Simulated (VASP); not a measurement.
# TiSn2Te3 (P4mm) in VASP: notebook

TiSn2Te3 is run at these levels: PBE; tasks: single point.

Everything below comes from runs of VASP 6.6.1. Logs are shortened: lines on timing, memory, paths and dates and some standing lists are left out, and cuts for length are marked.

**1. The cell of the first run**

The structure is tetragonal, space group P4mm (No. 99). Conventional cell: a = 5.435 Å, b = 5.435 Å, c = 7.369 Å, α = 90.00°, β = 90.00°, γ = 90.00°. Within 3.5 Å of Ti (site symmetry 4mm) lie 5 Te at 2.66 to 2.72 Å. Within 3.9 Å of Sn (site symmetry 2mm) lie 3 Te at 2.92 to 3.17 Å and 4 Sn at 3.84 Å. Within 3.5 Å of Te (site symmetry 4mm) lie 1 Ti at 2.66 Å and 4 Sn at 3.17 Å. Within 3.6 Å of Te (site symmetry 2mm) lie 2 Ti at 2.72 Å and 1 Sn at 2.92 Å.

The cell was built from a structure type or drawn by symmetry, and may not be a known phase.

**2. Single point, PBE, collinear spin**

INCAR

```
PREC = Accurate
ENCUT = 520
EDIFF = 1E-7
ISMEAR = 0
SIGMA = 0.1
LREAL = False
LASPH = True
NELM = 150
ALGO = Normal
ISIF = 2
LWAVE = False
LCHARG = False
ISPIN = 2
MAGMOM = 1 0 0 0 0 0
LORBIT = 11
LMAXMIX = 4
GGA = PE
NBANDS = 42
```

KPOINTS

```
Automatic mesh
0
Gamma
  4 4 4
```

POSCAR

```
TiSn2Te3
1.0
    5.4349075533      0.0000000000      0.0000000000
    0.0000000000      5.4349075533      0.0000000000
    0.0000000000      0.0000000000      7.3693815655
Ti Sn Te
1 2 3
Direct
    0.5000000000      0.5000000000      0.5139487751
    0.5000000000      0.0000000000      0.9312901573
    0.0000000000      0.5000000000      0.9312901573
    0.5000000000      0.5000000000      0.1527558050
    0.5000000000      0.0000000000      0.5353376976
    0.0000000000      0.5000000000      0.5353376976
```

Potentials or basis: VASP PAW PBE potentials, release 64 (Ti_sv, Sn_d, Te).

The run is started by

```bash
$ cat potpaw_PBE.64/Ti_sv/POTCAR potpaw_PBE.64/Sn_d/POTCAR potpaw_PBE.64/Te/POTCAR > POTCAR
$ mpirun -np 1 vasp_std > vasp.out
```

OUTCAR:

```text
PREC = Accurate
   ENCUT = 520
   EDIFF = 1E-7
   ISMEAR = 0
   LREAL = False
   LASPH = True
   NELM = 150
   ISIF = 2
   ISPIN = 2
   LORBIT = 11
   GGA = PE

 ion  position               nearest neighbor table
   1  0.500  0.500  0.514-   4 2.66   5 2.72   6 2.72   5 2.72   6 2.72
   2  0.500  0.000  0.931-   5 2.92   4 3.17   4 3.17
   3  0.000  0.500  0.931-   6 2.92   4 3.17   4 3.17
   4  0.500  0.500  0.153-   1 2.66   2 3.17   3 3.17   2 3.17   3 3.17
   5  0.500  0.000  0.535-   1 2.72   1 2.72   2 2.92
   6  0.000  0.500  0.535-   1 2.72   1 2.72   3 2.92

  LATTYP: Found a simple tetragonal cell.
 ALAT       =     5.4349075533
 C/A-ratio  =     1.3559350354

  Lattice vectors:

 A1 = (   5.4349075533,   0.0000000000,   0.0000000000)
 A2 = (   0.0000000000,   5.4349075533,   0.0000000000)
 A3 = (   0.0000000000,   0.0000000000,   7.3693815655)

Analysis of symmetry for initial positions (statically):
=====================================================================
 Subroutine PRICEL returns:
 Original cell was already a primitive cell.

 Routine SETGRP: Setting up the symmetry group for a
 simple tetragonal supercell.

 Subroutine GETGRP returns: Found  8 space group operations
 (whereof  8 operations were pure point group operations)
 out of a pool of 16 trial point group operations.

The static configuration has the point symmetry C_4v.

Analysis of symmetry for dynamics (positions and initial velocities):
=====================================================================
 Subroutine PRICEL returns:
 Original cell was already a primitive cell.

 Routine SETGRP: Setting up the symmetry group for a
 simple tetragonal supercell.

 Subroutine GETGRP returns: Found  8 space group operations
 (whereof  8 operations were pure point group operations)
 out of a pool of 16 trial point group operations.

The dynamic configuration has the point symmetry C_4v.

Analysis of structural, dynamic, and magnetic symmetry:
=====================================================================
 Subroutine PRICEL returns:
 Original cell was already a primitive cell.

 Routine SETGRP: Setting up the symmetry group for a
 simple tetragonal supercell.

 Subroutine GETGRP returns: Found  8 space group operations
 (whereof  8 operations were pure point group operations)
 out of a pool of 16 trial point group operations.

The overall configuration has the point symmetry C_4v.

 Subroutine INISYM returns: Found  8 space group operations
 (whereof  8 operations are pure point group operations),
 and found     1 'primitive' translations

----------------------------------------------------------------------------------------

                                     Primitive cell

  volume of cell :     217.6784

  direct lattice vectors                    reciprocal lattice vectors
     5.434907553  0.000000000  0.000000000     0.183995770  0.000000000  0.000000000
     0.000000000  5.434907553  0.000000000     0.000000000  0.183995770  0.000000000
     0.000000000  0.000000000  7.369381566     0.000000000  0.000000000  0.135696597

  length of vectors
     5.434907553  5.434907553  7.369381566     0.183995770  0.183995770  0.135696597

  position of ions in fractional coordinates (direct lattice)
     0.500000000  0.500000000  0.513948775
     0.500000000  0.000000000  0.931290157
     0.000000000  0.500000000  0.931290157
     0.500000000  0.500000000  0.152755805
     0.500000000  0.000000000  0.535337698
     0.000000000  0.500000000  0.535337698

  ion indices of the primitive-cell ions
   primitive index   ion index
                 1           1
                 2           2
                 3           3
                 4           4
                 5           5
                 6           6

[... 28 lines left out ...]
  0.000000  0.000000  0.000000      1.000000
  0.250000  0.000000  0.000000      4.000000
  0.500000  0.000000  0.000000      2.000000
  0.250000  0.250000  0.000000      4.000000
  0.500000  0.250000  0.000000      4.000000
  0.500000  0.500000  0.000000      1.000000
[... 10 lines left out ...]
  0.500000  0.250000  0.500000      4.000000
  0.500000  0.500000  0.500000      1.000000
   k-points           NKPTS =     18   k-points in BZ     NKDIM =     18   number of bands    NBANDS=     42
   number of dos      NEDOS =    301   number of ions     NIONS =      6
   total plane-waves  NPLWV =  89600
   dimension x,y,z NGX =    40 NGY =   40 NGZ =   56
   dimension x,y,z NGXF=    80 NGYF=   80 NGZF=  112
   ions per type =               1   2   3
   NGX,Y,Z   is equivalent  to a cutoff of  12.24, 12.24, 12.63 a.u.
   NGXF,Y,Z  is equivalent  to a cutoff of  24.47, 24.47, 25.27 a.u.
 SYSTEM =  unknown system
   PREC   = accura    normal or accurate (medium, high low for compatibility)
   ISTART =      0    job   : 0-new  1-cont  2-samecut
   ICHARG =      2    charge: 1-file 2-atom 10-const
   ISPIN  =      2    spin polarized calculation?
   LNONCOLLINEAR =      F non collinear calculations
   LSORBIT =      F    spin-orbit coupling
   LASPH  =      T    aspherical Exc in radial PAW
   ENCUT  =  520.0 eV  38.22 Ry    6.18 a.u.  10.11 10.11 13.70*2*pi/ulx,y,z
   NELM   =    150;   NELMIN=  2; NELMDL= -5     # of ELM steps
   EDIFF  = 0.1E-06   stopping-criterion for ELM
   LREAL  =      F    real-space projection
   EDIFFG = 0.1E-05   stopping-criterion for IOM
   NSW    =      0    number of steps for IOM
   IBRION =     -1    ionic relax: 0-MD 1-quasi-New 2-CG
   NFREE  =      0    steps in history (QN), initial steepest desc. (CG)
   ISIF   =      2    stress and relaxation
   ISYM   =      2    0-nonsym 1-usesym 2-fastsym
   POTIM  = 0.5000    time-step for ionic-motion
   TEBEG  =    0.0;   TEEND  =   0.0 temperature during run
   PSTRESS=    0.0 pullay stress
   NELECT =      58.0000    total number of electrons
   NUPDOWN=      -1.0000    fix difference up-down
   EMIN   =  10.00;   EMAX   =-10.00  energy-range for DOS
   EFERMI =   0.00;   METHOD = LEGACY
   ISMEAR =     0;   SIGMA  =   0.10  broadening in eV -4-tet -1-fermi 0-gaus
   EFERMI_NEDOS =   21; number of points for ismear=-14 and -15
   IALGO  =     38    algorithm
   IMIX   =      4    mixing-type and parameters
     AMIX     =   0.40;   BMIX     =  1.00
     AMIX_MAG =   1.60;   BMIX_MAG =  1.00
  volume/ion in A,a.u.               =      36.28       244.83
  Fermi-wavevector in a.u.,A,eV,Ry     =   1.053446  1.990725 15.099051  1.109749
  Thomas-Fermi vector in A             =   2.188568
   LORBIT       =     11    0 simple, 1 ext, 2 COOP (PROOUT), +10 PAW based schemes
   GGA     = PE    functional components
   LHFCALC =     F    Hartree Fock is set to
   AEXX    =    0.0000 exact exchange contribution
   IVDW    =     0    specifies the selected vdW correction
   LEPSILON=     F    determine dielectric tensor
   LRPA    =     F    only Hartree local field effects (RPA)
 spin polarized calculation
 Gauss-broadening in eV      SIGMA  =   0.10
  energy-cutoff  :      520.00
  volume of cell :      217.68
 maximum number of plane-waves:      5884
   NGX = 21   NGY = 21   NGZ = 27

 number of electron      58.0000011 magnetization       0.0003174

 number of electron      58.0000011 magnetization      -0.0000329

 Free energy of the ion-electron system (eV)
  ---------------------------------------------------
  ext. energy  EPLUGINS =         0.00000000
  ---------------------------------------------------
  free energy    TOTEN  =       -25.20731889 eV

  energy without entropy =      -25.19259753  energy(sigma->0) =      -25.19995821

 E-fermi :   4.6400     XC(G=0):  -8.4930

 val. band max:        4.6101704041   @ k =   0.0000   0.0000   0.5000
 cond. band min:       4.6894024093   @ k =   0.5000   0.2500   0.2500
 fundamental gap:      0.0792320051
 Fermi energy:         4.6400235938

 spin component 1

 k-point     1 :       0.0000    0.0000    0.0000
  band No.  band energies     occupation
      1     -52.8539      1.00000
      2     -29.1443      1.00000
      3     -29.1443      1.00000
      4     -29.1202      1.00000
      5     -17.0900      1.00000
      6     -17.0821      1.00000
[... 781 lines left out ...]
     40       9.5814      0.00000
     41       9.8965      0.00000
 Fermi energy:         4.6400235938

 spin component 2

 k-point     1 :       0.0000    0.0000    0.0000
  band No.  band energies     occupation
      1     -52.8539      1.00000
      2     -29.1443      1.00000
      3     -29.1443      1.00000
      4     -29.1202      1.00000
      5     -17.0900      1.00000
      6     -17.0821      1.00000
[... 781 lines left out ...]
     40       9.5814      0.00000
     41       9.8965      0.00000
 [bands above 41 left out]

------------------------ aborting loop because EDIFF is reached ----------------------------------------

  FORCE on cell =-STRESS in cart. coord.  units (eV):
  Direction    XX          YY          ZZ          XY          YZ          ZX
  --------------------------------------------------------------------------------------
  -------------------------------------------------------------------------------------
  Total       -0.0982074     -0.0982074      0.1199635      0.0000000     -0.0000000      0.0000000
  in kB       -0.7228354     -0.7228354      0.8829668      0.0000000     -0.0000000      0.0000000
  external PRESSURE =      -0.1875680 kB  Pullay stress =       0.0000000 kB

 VOLUME and BASIS-vectors are now :
 -----------------------------------------------------------------------------
  energy-cutoff  :      520.00
  volume of cell :      217.68
      direct lattice vectors                 reciprocal lattice vectors
     5.434907553  0.000000000  0.000000000     0.183995770  0.000000000  0.000000000
     0.000000000  5.434907553  0.000000000     0.000000000  0.183995770  0.000000000
     0.000000000  0.000000000  7.369381566     0.000000000  0.000000000  0.135696597

 POSITION                                       TOTAL-FORCE (eV/Angst)
 -----------------------------------------------------------------------------------
      2.71745      2.71745      3.78748         0.000000      0.000000      0.000226
      2.71745      0.00000      6.86303         0.000000     -0.000000     -0.000044
      0.00000      2.71745      6.86303         0.000000      0.000000     -0.000044
      2.71745      2.71745      1.12572         0.000000     -0.000000      0.019953
      2.71745      0.00000      3.94511         0.000000     -0.000000     -0.010046
      0.00000      2.71745      3.94511         0.000000     -0.000000     -0.010046
 -----------------------------------------------------------------------------------
    total drift:                               -0.000000      0.000000     -0.001176

  FREE ENERGIE OF THE ION-ELECTRON SYSTEM (eV)
  ---------------------------------------------------
  free  energy   TOTEN  =       -25.2073188919 eV

  energy  without entropy=      -25.1925975322  energy(sigma->0) =      -25.19995821

 total charge

# of ion       s       p       d       tot
------------------------------------------
    1        2.157   6.094   1.940  10.191
    2        1.348   0.766   9.957  12.071
    3        1.348   0.766   9.957  12.071
    4        1.391   1.943   0.040   3.374
    5        1.374   2.013   0.030   3.418
    6        1.374   2.013   0.030   3.418
--------------------------------------------------
tot          8.992  13.595  21.955  44.542

 magnetization (x)

# of ion       s       p       d       tot
------------------------------------------
    1        0.000  -0.000  -0.000  -0.000
    2       -0.000   0.000   0.000   0.000
    3       -0.000   0.000   0.000   0.000
    4       -0.000  -0.000  -0.000  -0.000
    5       -0.000  -0.000  -0.000  -0.000
    6       -0.000  -0.000  -0.000  -0.000
--------------------------------------------------
tot          0.000  -0.000  -0.000  -0.000
```

Wall time 10 min (1 thread of Intel Xeon Platinum 8259CL at 2.50GHz (Skylake/Cascade Lake), shared host); peak memory 0.52 GiB.

What came out:

```yaml
Free_energy: -25.2073 eV
Pressure: 0.0 GPa
Largest_force: 0.020 eV/Å
Band_gap_on_the_k_mesh: zero (filled and empty bands overlap)
Net_moment: 0.00 μB per cell
Valence_electrons_inside_the_program's_atomic_spheres: Ti 10.19; Sn 12.07; Te 3.37, 3.42 (each value once)
```

Forces in eV/Å, atoms in the order of the input:
```
Ti   0.000  0.000  0.000
Sn   0.000  0.000  0.000
Sn   0.000  0.000  0.000
Te   0.000  0.000  0.020
Te   0.000  0.000 -0.010
Te   0.000  0.000 -0.010
```

Caveat: spin-orbit coupling is left out, which moves the levels of the heavy elements.

**3. Single point, PBE**

This run uses another cell than the first one, of 30.71 Å³/atom.

INCAR

```
PREC = Accurate
ENCUT = 520
EDIFF = 1E-6
ISMEAR = 0
SIGMA = 0.1
LREAL = F
LASPH = T
NELM = 100
ALGO = Normal
ISIF = 2
LWAVE = F
LCHARG = F
GGA = PE
NBANDS = 38
```

KPOINTS

```
regular mesh
0
Gamma
  4 4 2
```

POSCAR

```
TiSn2Te3
1.0
    4.5293177400      0.0000000000      0.0000000000
    0.0000000000      4.5293177400      0.0000000000
    0.0000000000      0.0000000000      8.9812175400
Ti Sn Te
1 2 3
Direct
    0.5000000000      0.5000000000      0.5751519100
    0.5000000000      0.0000000000      0.8689425400
    0.0000000000      0.5000000000      0.8689425400
    0.5000000000      0.5000000000      0.1293622600
    0.5000000000      0.0000000000      0.5787805200
    0.0000000000      0.5000000000      0.5787805200
```

Potentials or basis: VASP PAW PBE potentials, release 64 (Ti_sv, Sn_d, Te).

The run is started by

```bash
$ cat potpaw_PBE.64/Ti_sv/POTCAR potpaw_PBE.64/Sn_d/POTCAR potpaw_PBE.64/Te/POTCAR > POTCAR
$ mpirun -np 1 vasp_std > vasp.out
```

It took 1.7 min on 1 thread of Intel Xeon Platinum 8259CL at 2.50GHz (Skylake/Cascade Lake), shared host; peak memory 0.32 GiB.

It converged, with:

- Free energy: -18.7601 eV
- Pressure: 22.7 GPa
- Largest force: 3.791 eV/Å
- Band gap on the k mesh: zero (bands 29 and 30 overlap by 0.24 eV)

Forces on the atoms (eV/Å):
```
Ti   0.000  0.000 -0.303
Sn   0.000  0.000  3.702
Sn   0.000  0.000  3.702
Te   0.000  0.000  0.482
Te   0.000  0.000 -3.791
Te   0.000  0.000 -3.791
```

Stress tensor (GPa, compression positive):
```
27.00  0.00  0.00
 0.00 27.00  0.00
 0.00  0.00 14.14
```

Levels at points of the mesh, in eV from the Fermi level:
```
           k point  band 27  band 28  band 29  band 30  band 31  band 32
(0.00, 0.00, 0.00)    -0.78    -0.36    -0.36     0.71     0.71     0.79
(0.50, 0.00, 0.00)    -1.01    -0.86    -0.13     0.03     0.80     1.75
(0.50, 0.50, 0.00)    -0.64    -0.62    -0.62     1.67     2.22     2.22
(0.00, 0.00, 0.50)    -0.27    -0.11    -0.11     0.08     0.75     0.75
(0.50, 0.00, 0.50)    -1.02    -0.25     0.08     0.40     0.79     1.57
(0.50, 0.50, 0.50)    -1.03    -1.03    -0.51     1.22     1.65     2.18
```

Caveat: the cell stands under pressure; spin-orbit coupling is left out, which moves the levels of the heavy elements; forces of over 1 eV/Å act on the atoms, so gaps and moduli don't describe the material at rest.

**4. Single point, PBE**

INCAR

```
SYSTEM = TiSn2Te3
ALGO     = Normal         ! electronic algorithm
EDIFF    = 1E-7           ! SCF threshold, eV
ENCUT    = 520            ! plane-wave cutoff, eV
GGA      = PE             ! functional
ISIF     = 2              ! what is computed and relaxed
ISMEAR   = 0              ! smearing method
LASPH    = .TRUE.         ! aspherical terms in the spheres
LCHARG   = .TRUE.         ! write CHGCAR
LELF     = .TRUE.         ! ELF
LREAL    = .FALSE.        ! projectors in reciprocal space
LVHAR    = .TRUE.       
LWAVE    = .FALSE.        ! write WAVECAR
NBANDS   = 38             ! bands
NELM     = 100            ! most SCF steps
PREC     = Accurate       ! precision mode
SIGMA    = 0.1            ! smearing width, eV
```

KPOINTS

```
k-points
0
G
  4 4 4
  0 0 0
```

POSCAR

```
TiSn2Te3
1.0
    5.4349075533      0.0000000000      0.0000000000
    0.0000000000      5.4349075533      0.0000000000
    0.0000000000      0.0000000000      7.3693815655
Ti Sn Te
1 2 3
Direct
    0.5000000000      0.5000000000      0.5139487751
    0.5000000000      0.0000000000      0.9312901573
    0.0000000000      0.5000000000      0.9312901573
    0.5000000000      0.5000000000      0.1527558050
    0.5000000000      0.0000000000      0.5353376976
    0.0000000000      0.5000000000      0.5353376976
```

The run is started by

```bash
$ cat potpaw_PBE.64/Ti_sv/POTCAR potpaw_PBE.64/Sn_d/POTCAR potpaw_PBE.64/Te/POTCAR > POTCAR
$ mpirun -np 1 vasp_std > vasp.out
```

It took 2.6 min on 1 thread of Intel Xeon Platinum 8259CL at 2.50GHz (Skylake/Cascade Lake), shared host; peak memory 0.37 GiB.

The run converged. Its results:

- Free energy: -25.2073 eV
- Pressure: 0.0 GPa
- Largest force: 0.020 eV/Å
- Band gap on the k mesh: zero (bands 29 and 30 overlap by 0.74 eV)

Forces on the atoms (eV/Å):
```
Ti   0.000  0.000  0.000
Sn   0.000  0.000  0.000
Sn   0.000  0.000  0.000
Te   0.000  0.000  0.020
Te   0.000  0.000 -0.010
Te   0.000  0.000 -0.010
```

Stress tensor (GPa, compression positive):
```
-0.07  0.00  0.00
 0.00 -0.07  0.00
 0.00  0.00  0.09
```

Levels at points of the mesh, in eV from the Fermi level:
```
           k point  band 27  band 28  band 29  band 30  band 31  band 32
(0.00, 0.00, 0.00)    -0.58    -0.58    -0.41    -0.41    -0.03     1.03
(0.50, 0.00, 0.00)    -1.79    -0.24     0.16     0.29     0.41     0.65
(0.50, 0.50, 0.00)    -0.41     0.33     0.33     0.59     0.81     0.81
(0.00, 0.00, 0.50)    -0.38    -0.38    -0.03     0.24     0.24     0.92
(0.50, 0.00, 0.50)    -1.64    -1.60     0.28     0.33     0.52     1.01
(0.50, 0.50, 0.50)    -1.74    -1.74     0.33     0.61     1.28     1.42
```

Caveat: spin-orbit coupling is left out, which moves the levels of the heavy elements.

**5. Summary**

```tsv
spin	cell	k mesh	gap on the mesh (eV)	pressure (GPa)	largest force (eV/Å)
collinear	a = 5.435, b = 5.435, c = 7.369 Å, 6 atoms, atomic positions A	4 × 4 × 4	none	0.0	0.02
off	a = 4.529, b = 4.529, c = 8.981 Å, 6 atoms, atomic positions B	4 × 4 × 2	none	22.7	3.79
off	a = 5.435, b = 5.435, c = 7.369 Å, 6 atoms, atomic positions A	4 × 4 × 4	none	0.0	0.02
```

Alike in all rows: task single point; level PBE; potentials or basis VASP PAW PBE potentials, release 64 (Ti_sv, Sn_d, Te); cutoff (eV) 520; smearing gaussian 0.1 eV.

Caveats: spin-orbit coupling is left out, which moves the levels of the heavy elements; the cell stands under pressure (at least some runs); forces of over 1 eV/Å act on the atoms, so gaps and moduli don't describe the material at rest (at least some runs).

Absolute energies hang on the potentials; compare differences alone.
